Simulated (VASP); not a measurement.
A run of VASP 6.6.1 is set up as follows.

File INCAR:

```
SYSTEM = Si8O15
ALGO = Normal
EDIFF = 1E-7
ENCUT = 520
GGA = PE
ISIF = 2
ISMEAR = 0
IVDW = 12
LASPH = .TRUE.
LCHARG = .FALSE.
LREAL = Auto
LWAVE = .FALSE.
NBANDS = 78
NELECT = 124.0
NELM = 100
PREC = Accurate
SIGMA = 0.02
```

Contents of KPOINTS:

```
k-points
0
G
  2 2 2
  0 0 0
```

POSCAR

```
Si8O15
1.0
   -4.1246000000     -4.1246000000      0.0000000000
    4.1246000000     -4.1246000000      0.0000000000
    0.0000000000      0.0000000000      5.2948000000
Si O
8 15
Direct
    0.5029602871      0.4863058236      0.0061550956
   -0.0012730931      0.5139140765      0.2667003475
    0.4951038889      0.4930927848      0.5143038453
   -0.0000804927      0.5014534743      0.7687268641
    0.0042973864     -0.0061091985     -0.0303091713
    0.4960087039     -0.0126268002      0.2518429402
   -0.0385224022      0.1466691316      0.4097561759
    0.5036161082     -0.0085181593      0.7462070333
    0.2034094215      0.4867190758      0.0067383093
    0.7962134510      0.4635111284      0.0003907607
    0.0145062552      0.9041702226      0.2580609277
    0.2057747418      0.5159371818      0.5275570371
    0.0140823353      0.1953728846      0.7320722218
    0.7859823983      0.4860594967      0.5381789680
   -0.0129407700      0.7834353634      0.7702659213
    0.6928093633     -0.0016308248     -0.0027440130
    0.5136375649      0.6835592542      0.2556778349
    0.3120290452     -0.0174661785     -0.0070748659
    0.4904125249      0.2958137759      0.2586575508
    0.7036904185      0.0147574310      0.4936677495
    0.5103468215      0.6888392814      0.7627200272
    0.3213763759     -0.0183275954      0.5033755760
    0.4865081462      0.2919152160      0.7572892272
```

Potentials or basis: VASP PAW PBE potentials, release 64 (Si, O).

The run is started by

```console
$ cat potpaw_PBE.64/Si/POTCAR potpaw_PBE.64/O/POTCAR > POTCAR
$ mpirun -np 1 vasp_std > vasp.out
```

Problem. Predict the largest force.

Solution. 2.615 eV/Å.

Problem. What does it give for the dispersion energy per atom?

Solution. -0.247 eV.

Forces in eV/Å, atoms in the order of the input:
```
Si   0.164 -0.036  0.008
Si  -0.415  0.435  0.337
Si   0.025 -0.152 -0.069
Si   0.123 -0.066 -0.099
Si   0.582 -0.635 -0.114
Si   0.072 -0.128 -0.074
Si  -1.287  0.214 -0.328
Si   0.148 -0.104  0.015
O    0.107 -0.055  0.022
O    0.078 -0.119  0.072
O   -1.488  2.144  0.170
O    0.017 -0.052  0.009
O    0.148 -0.085 -0.126
O    0.122 -0.373 -0.212
O    0.142 -0.277  0.425
O    0.160 -0.040 -0.028
O    0.180 -0.043 -0.018
O    0.318 -0.195  0.075
O    0.090 -0.098  0.010
O    0.113  0.029  0.026
O    0.193 -0.060 -0.015
O    0.387 -0.140 -0.044
O    0.022 -0.164 -0.041
```

Caveat: the k points lie up to 0.59 Å⁻¹ apart; the cell carries a net charge on a neutralising background, which shifts energy and pressure.
